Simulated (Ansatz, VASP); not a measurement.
## One calculation of TaTe, two programs

INCAR

```
SYSTEM = TaTe
PREC     = Accurate       ! precision mode
ENCUT    = 520            ! plane-wave cutoff, eV
EDIFF    = 1E-7           ! SCF threshold, eV
ISMEAR   = 0              ! smearing method
SIGMA    = 0.05           ! smearing width, eV
LREAL    = .False.        ! projectors in reciprocal space
LASPH    = .True.         ! aspherical terms in the spheres
NELM     = 150            ! most SCF steps
ALGO     = Normal         ! electronic algorithm
ISIF     = 2              ! what is computed and relaxed
LWAVE    = .False.        ! write WAVECAR
LCHARG   = .False.        ! write CHGCAR
ISPIN    = 2              ! spin polarisation
MAGMOM   = 1.29 0         ! initial moments
LORBIT   = 11             ! projections on sites
LMAXMIX  = 4              ! l up to which the mixer works
GGA      = PS             ! functional
NBANDS   = 20             ! bands
```

The input KPOINTS:

```
regular mesh
0
Gamma
  8 8 8
  0 0 0
```

File POSCAR:

```
TaTe
1.0
    0.0000000000      3.1374954486      3.1374954486
    3.1374954486      0.0000000000      3.1374954486
    3.1374954486      3.1374954486      0.0000000000
Ta Te
1 1
Direct
    0.0000000000      0.0000000000      0.0000000000
    0.2500000000      0.2500000000      0.2500000000
```

Input for Ansatz:

```yaml
crystal:
  lattice:
    - [0.0, 3.1374954486, 3.1374954486]
    - [3.1374954486, 0.0, 3.1374954486]
    - [3.1374954486, 3.1374954486, 0.0]
  atoms:
    - { symbol: Ta, position: [0.0, 0.0, 0.0], spin: 1.29 }
    - { symbol: Te, position: [0.25, 0.25, 0.25] }
basis:
  ecutwfc: 420
  ecutrho_ratio: 4
kpoints:
  mp_grid: { grid: [8, 8, 8] }
hamiltonian:
  xc: pbesol
scf:
  occupations: { method: gaussian, width: 0.05 }
output:
  forces: true
  stress: true
  eigenvalues: true
  populations: true
magnetization:
  spin_polarized: true
```

Alike in both runs: task single point; functional PBEsol; k mesh 8 × 8 × 8; occupations gaussian, width 0.05 eV; collinear spin.

```csv
,VASP,Ansatz
version,VASP 6.6.1,Ansatz 0.2.0
potentials or method,"VASP PAW PBE potentials, release 64 (Ta_pv, Te), cutoff 520 eV","scalar-relativistic, plane waves, PAW"
valence electrons in the cell,17,29
```

|  | VASP | Ansatz | Ansatz less VASP |
| --- | --- | --- | --- |
| gap on the k mesh at the Fermi level (eV) | none | none | - |
| pressure (GPa) | -1.4 | -1.5 | -0.10 |
| net moment per atom (μB) | 0.99 | 0.99 | 0.000 |
| size of the moment on the site where the two differ most (μB) | 1.34 | 1.19 | -0.152 |

VASP's potentials were made for PBE, not for PBEsol. Site moments also hang on the region over which each program counts them. A gap of «none» marks a metal or a gap that the smearing closes. VASP's potentials hold 17 valence electrons a cell and Ansatz's 29, so a difference there can come from the potentials and not from the codes.

Spin-orbit coupling is off throughout.
